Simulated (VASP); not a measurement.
# GaP3 in VASP: a series of runs, part 2 of 2

VASP 6.6.1. Earlier steps stand in the parts before.

### 5 Relaxation of cell and atoms, PBE

File INCAR:

```
  PREC = Accurate
  ENCUT = 600
  EDIFF = 1E-6
  ISMEAR = 0
  SIGMA = 0.1
  LREAL = False
  LASPH = True
  NELM = 60
  ALGO = Normal
  ISIF = 3
  LWAVE = False
  LCHARG = False
  GGA = PE
  IBRION = 2
  NSW = 100
  EDIFFG = -0.01
```

File KPOINTS:

```
Automatic mesh
0
Gamma
  12 12 12
```

File POSCAR:

```
GaP3
1.0
    4.0756470366      0.0000000000      0.0000000000
    0.0000000000      4.0756470366      0.0000000000
    0.0000000000      0.0000000000      4.0756470366
Ga P
1 3
Direct
    0.0000000000      0.0000000000      0.0000000000
    0.0000000000      0.5000000000      0.5000000000
    0.5000000000      0.0000000000      0.5000000000
    0.5000000000      0.5000000000      0.0000000000
```

Potentials or basis: VASP PAW PBE potentials, release 64 (Ga_d, P).

Run with:

```console
$ cat potpaw_PBE.64/Ga_d/POTCAR potpaw_PBE.64/P/POTCAR > POTCAR
$ mpirun -np 1 vasp_std > vasp.out
```

OUTCAR:

```text
PREC = Accurate
   ENCUT = 600
   EDIFF = 1E-6
   ISMEAR = 0
   LREAL = False
   LASPH = True
   NELM = 60
   ISIF = 3
   GGA = PE
   IBRION = 2
   NSW = 100
   EDIFFG = -0.01

 ion  position               nearest neighbor table
   1  0.000  0.000  0.000-   2 2.88   3 2.88   4 2.88   2 2.88   3 2.88   2 2.88   4 2.88   2 2.88
                             3 2.88   4 2.88   3 2.88   4 2.88
   2  0.000  0.500  0.500-   1 2.88   3 2.88   4 2.88   1 2.88   4 2.88   1 2.88   3 2.88   1 2.88
                             3 2.88   4 2.88   4 2.88   3 2.88
   3  0.500  0.000  0.500-   1 2.88   2 2.88   4 2.88   1 2.88   4 2.88   2 2.88   4 2.88   4 2.88
                             1 2.88   2 2.88   1 2.88   2 2.88
   4  0.500  0.500  0.000-   1 2.88   2 2.88   3 2.88   2 2.88   3 2.88   1 2.88   3 2.88   3 2.88
                             1 2.88   2 2.88   2 2.88   1 2.88

  LATTYP: Found a simple cubic cell.
 ALAT       =     4.0756470366

  Lattice vectors:
[... 270 lines left out ...]

 E-fermi :   8.2123     XC(G=0): -11.2727

 val. band max:        8.1975162493   @ k =   0.4167   0.2500   0.1667
 cond. band min:       8.2160387645   @ k =   0.5000   0.4167   0.0833
 fundamental gap:      0.0185225152
 Fermi energy:         8.2123134021

 k-point     1 :       0.0000    0.0000    0.0000
  band No.  band energies     occupation
      1      -6.7158      2.00000
      2      -6.6885      2.00000
      3      -6.6885      2.00000
      4      -6.6464      2.00000
      5      -6.6464      2.00000
      6      -6.6464      2.00000
[... 481 lines left out ...]
      5      -6.6353      2.00000
      6      -4.3663      2.00000
[... 10 lines left out ...]
     17      10.3063      0.00000
     18      10.5393      0.00000

 [... further k-points ...]

------------------------ aborting loop because EDIFF is reached ----------------------------------------

  FORCE on cell =-STRESS in cart. coord.  units (eV):
  Direction    XX          YY          ZZ          XY          YZ          ZX
  --------------------------------------------------------------------------------------
  -------------------------------------------------------------------------------------
  Total        0.0171275      0.0171275      0.0171275     -0.0000000     -0.0000000     -0.0000000
  in kB        0.4309186      0.4309186      0.4309186     -0.0000000     -0.0000000     -0.0000000
  external PRESSURE =       0.4309186 kB  Pullay stress =       0.0000000 kB
[... 19 lines left out ...]
  FREE ENERGIE OF THE ION-ELECTRON SYSTEM (eV)
  ---------------------------------------------------
  free  energy   TOTEN  =       -16.6043722276 eV

  energy  without entropy=      -16.5989106017  energy(sigma->0) =      -16.60164141

 reached required accuracy - stopping structural energy minimisation
```

CONTCAR:

```text
GaP3
   1.00000000000000
     3.9933431274626470    0.0000000000000000    0.0000000000000000
     0.0000000000000000    3.9933431274626470    0.0000000000000000
    -0.0000000000000000   -0.0000000000000000    3.9933431274626470
  Ga              P
     1     3
Direct
     0.0000000000000000    0.0000000000000000    0.0000000000000000
     0.0000000000000000    0.5000000000000000    0.5000000000000000
     0.5000000000000000    0.0000000000000000    0.5000000000000000
     0.5000000000000000    0.5000000000000000    0.0000000000000000

  0.00000000E+00  0.00000000E+00  0.00000000E+00
  0.00000000E+00  0.00000000E+00  0.00000000E+00
  0.00000000E+00  0.00000000E+00  0.00000000E+00
  0.00000000E+00  0.00000000E+00  0.00000000E+00
```

It took 3.4 min on 1 thread of Intel Xeon 8259CL, shared host; peak memory 0.3 GiB.

What came out:

- Free energy: -16.6044 eV
- Relaxed volume: 15.92 Å³/atom
- Relaxed cell: a = 3.993 Å, b = 3.993 Å, c = 3.993 Å, α = 90.00°, β = 90.00°, γ = 90.00°
- Space group after relaxing (to 0.1 Å): Pm-3m (No. 221)
- Energy gained by relaxing: 13.8 meV/atom
- Ionic steps: 3
- Pressure after relaxing: 0.0 GPa
- Band gap on the k mesh: zero (bands 14 and 15 overlap by 5.91 eV)

Step by step:
```
step  energy change (eV)  largest force (eV/Å)  pressure (GPa)  volume (Å³)
   1              0.0000                0.0000           -4.20        67.70
   2             -0.0550                0.0000            0.30        63.44
   3             -0.0553                0.0000            0.04        63.68
```

Final structure:
```
CELL_PARAMETERS angstrom
3.99334 0.00000 0.00000
0.00000 3.99334 0.00000
0.00000 0.00000 3.99334
ATOMIC_POSITIONS crystal
Ga 0.00000 0.00000 0.00000
P 0.00000 0.50000 0.50000
P 0.50000 0.00000 0.50000
P 0.50000 0.50000 0.00000
```

Levels at points of the mesh, in eV from the Fermi level:
```tsv
k point	band 11	band 12	band 13	band 14	band 15	band 16	band 17	band 18
(0.00, 0.00, 0.00)	-5.61	-3.64	0.53	0.53	0.53	2.45	2.45	2.45
(0.50, 0.00, 0.00)	-3.87	-2.95	-2.95	-1.79	-1.39	2.57	2.57	3.17
(0.50, 0.50, 0.00)	-2.02	-1.78	-1.78	-1.69	-1.69	0.31	1.18	3.82
(0.50, 0.50, 0.50)	-6.66	-6.66	-5.58	4.21	4.21	4.21	4.26	4.26
```

### 6 The runs side by side

| task | cell | k mesh | cutoff (eV) | gap on the mesh (eV) | pressure (GPa) |
| --- | --- | --- | --- | --- | --- |
| single point | a = 4.076 Å, 4 atoms | 4 × 4 × 4 | 520 | none | -2.9 |
| single point | a = 4.060, b = 4.060, c = 4.018 Å, 4 atoms | 4 × 4 × 4 | 520 | none | -1.2 |
| single point | a = 3.994 Å, 4 atoms | 12 × 12 × 12 | 520 | none | 0.0 |
| relaxation of cell and atoms | relaxed from a = 4.076 Å, 4 atoms | 12 × 12 × 12 | 600 | none | 0.0 |

Alike in all rows: level PBE; potentials or basis VASP PAW PBE potentials, release 64 (Ga_d, P); no spin polarisation; smearing gaussian 0.1 eV.

Caveats: some runs use coarse meshes.

Total energies depend on the potentials used, so only differences within one code and one set of settings carry meaning.
